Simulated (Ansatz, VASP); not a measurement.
## Two plane-wave programs on ZnSe

```
CELL_PARAMETERS angstrom
0.00000 2.83400 2.83400
2.83400 0.00000 2.83400
2.83400 2.83400 0.00000
ATOMIC_POSITIONS crystal
Zn 0.00000 0.00000 0.00000
Se 0.25000 0.25000 0.25000
```

Alike in both runs: task single point; functional LDA; k mesh 6 × 6 × 6; occupations gaussian, width 0.1 eV; no spin polarisation.

|  | VASP | Ansatz |
| --- | --- | --- |
| version | VASP 6.6.1 | Ansatz 0.2.0 |
| potentials or method | VASP PAW LDA potentials, release 64 (Zn, Se), cutoff 500 eV | scalar-relativistic, plane waves, PAW |
| valence electrons in the cell | 18 | 28 |

Ansatz gave:

| Property | Result |
| --- | --- |
| gap on the k mesh at the Fermi level (eV) | 1.03 |
| least direct gap on the mesh (eV) | 1.03 |
| pressure (GPa) | -3.4 |

Task: Which values does VASP return?

Result: gap on the k mesh at the Fermi level (eV): 1.07; least direct gap on the mesh (eV): 1.07; pressure (GPa): -3.1.

Ansatz warns that its potentials were made for another functional, while VASP's fit it. LDA's correlation is that of Perdew and Zunger in VASP and of Perdew and Wang (1992) in Ansatz. VASP's potentials hold 18 valence electrons a cell and Ansatz's 28, so a difference there can come from the potentials and not from the codes.
